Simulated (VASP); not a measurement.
Set up this calculation in VASP 6.6.1, as the native input.

```
Task                   : single point
Functional             : PBEsol
Potentials or basis    : VASP PAW PBE potentials, release 64 (Cd, Se)
Cutoff                 : 520 eV
k mesh                 : 6 × 6 × 6
Occupations            : gaussian, width 0.01 eV
Spin                   : no spin polarisation
Dipole correction      : no
Further INCAR settings : ALGO = Normal; EDIFF = 1e-06; NBANDS = 16
```

The structure of CdSe lies in POSCAR:

```
CdSe
1.0
    0.0000000000      3.0413470752      3.0413470752
    3.0413470752      0.0000000000      3.0413470752
    3.0413470752      3.0413470752      0.0000000000
Cd Se
1 1
Direct
    0.0000000000      0.0000000000      0.0000000000
    0.7500000000      0.7500000000      0.7500000000
```

These files were run (other wordings do the same):

INCAR

```
  PREC = Accurate
  ENCUT = 520
  EDIFF = 1E-6
  ISMEAR = 0
  SIGMA = 0.01
  LREAL = False
  LASPH = True
  NELM = 100
  ALGO = Normal
  ISIF = 2
  LWAVE = False
  LCHARG = False
  GGA = PS
  NBANDS = 16
```

KPOINTS

```
regular mesh
0
Gamma
  6 6 6
```

Potentials or basis: VASP PAW PBE potentials, release 64 (Cd, Se).

Launch:

```console
$ cat potpaw_PBE.64/Cd/POTCAR potpaw_PBE.64/Se/POTCAR > POTCAR
$ mpirun -np 1 vasp_std > vasp.out
```

It gave:

```json
{
  "Pressure": "0.3 GPa",
  "Band gap on the k mesh": "0.48 eV, direct"
}
```

Caveat: the PAW data sets were made with another functional, which shifts forces and pressure a little.

Wall time 11 s on 1 thread of Intel Xeon 6975P-C, on a shared host, peak memory 0.18 GiB.
